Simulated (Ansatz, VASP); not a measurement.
## Two plane-wave programs on Bi

```
Bi
1.0
     2.34119    1.35169    3.83538
    -2.34119    1.35169    3.83538
     0.00000   -2.70337    3.83538
Bi
2
Direct
  0.23389 0.23389 0.23389
  0.76611 0.76611 0.76611
```

Change from the starting cell: strain +0.030 along x and y, -0.030 along z, atoms carried along.

Alike in both runs: task single point; functional PBEsol; k mesh 12 × 12 × 12; occupations gaussian, width 0.15 eV; no spin polarisation.

|  | VASP | Ansatz |
| --- | --- | --- |
| version | VASP 6.6.1 | Ansatz 0.2.0 |
| potentials or method | VASP PAW PBE potentials, release 64 (Bi_d), cutoff 520 eV | scalar-relativistic, plane waves, PAW |
| valence electrons in the cell | 30 | 30 |

```tsv
	VASP	Ansatz	Ansatz less VASP
gap on the k mesh at the Fermi level (eV)	none	none	-
pressure (GPa)	-2.2	-2.2	+0.05
traceless stress, the component that is largest in VASP (GPa)	1.31	1.31	+0.004
rms of the force components (eV/Å)	0.054	0.051	-0.0030
```

VASP's potentials were made for PBE, not for PBEsol. Atom by atom the forces differ by 0.003 eV/Å (rms over components). A gap of «none» marks a metal or a gap that the smearing closes.

Spin-orbit coupling is off throughout.
